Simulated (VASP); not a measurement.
A run of VASP 6.6.1 is set up as follows.

The input INCAR:

```
SYSTEM = BN
PREC = Accurate
ENCUT = 520
EDIFF = 1E-6
ISMEAR = -1
SIGMA = 0.02
LREAL = .False.
LASPH = .True.
NELM = 80
ALGO = Normal
ISIF = 2
LWAVE = .False.
LCHARG = .False.
GGA = PE
NBANDS = 16
```

KPOINTS

```
regular mesh
0
Gamma
  12 12 6
  0 0 0
```

Contents of POSCAR:

```
BN
1.0
    2.5439500013      0.0538045425      0.0000000000
   -1.2253789000      2.1762230558      0.0000000000
    0.0000000000      0.0000000000      4.2078153363
B N
2 2
Direct
    0.3342935501      0.6668898710      0.0002644923
    0.6657064499      0.3331101290      0.5002644923
    0.3304259019      0.6670626532      0.3747355077
    0.6695740981      0.3329373468      0.8747355077
```

Potentials or basis: VASP PAW PBE potentials, release 64 (B, N).

Run with:

```bash
$ cat potpaw_PBE.64/B/POTCAR potpaw_PBE.64/N/POTCAR > POTCAR
$ mpirun -np 1 vasp_std > vasp.out
```

(1) Estimate the largest force.

(2) What does it give for the band gap on the k mesh?

Answers

(1) 0.041 eV/Å.

(2) 5.03 eV (least direct gap 7.70 eV).

Caveat: the cell differs from its parent crystal (shear xy strain +4.2%).
